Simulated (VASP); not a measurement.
A run of VASP 6.6.1:

INCAR

```
SYSTEM = Sb
ALGO     = Normal         ! electronic algorithm
EDIFF    = 1E-7           ! SCF threshold, eV
ENCUT    = 520            ! plane-wave cutoff, eV
GGA      = PE             ! functional
ISIF     = 2              ! what is computed and relaxed
ISMEAR   = -1             ! smearing method
LASPH    = .True.         ! aspherical terms in the spheres
LCHARG   = .False.        ! write CHGCAR
LREAL    = .False.        ! projectors in reciprocal space
LWAVE    = .False.        ! write WAVECAR
NBANDS   = 12             ! bands
NELM     = 80             ! most SCF steps
PREC     = Accurate       ! precision mode
SIGMA    = 0.2            ! smearing width, eV
```

The input KPOINTS:

```
k-points
0
Gamma
  9 9 9
  0 0 0
```

The input POSCAR:

```
Sb
1.0
    2.1879029667      1.2631863668      3.8431731385
   -2.1879029667      1.2631863668      3.8431731385
    0.0000000000     -2.5263727336      3.8431731385
Sb
2
Direct
    0.2326795448      0.2326795448      0.2326795448
    0.7673204552      0.7673204552      0.7673204552
```

Potentials or basis: VASP PAW PBE potentials, release 64 (Sb).

Launch:

```console
$ cat potpaw_PBE.64/Sb/POTCAR > POTCAR
$ mpirun -np 1 vasp_std > vasp.out
```

Hardware: 1 thread of Intel(R) Xeon(R) Platinum 8488C (Sapphire Rapids) (shared host).

Problem. Estimate the wall time of this run.

Solution. Wall time 31 s on 1 thread of Intel(R) Xeon(R) Platinum 8488C (Sapphire Rapids), on a shared host, peak memory 0.23 GiB. Counts: scf iterations 11, k points 85.
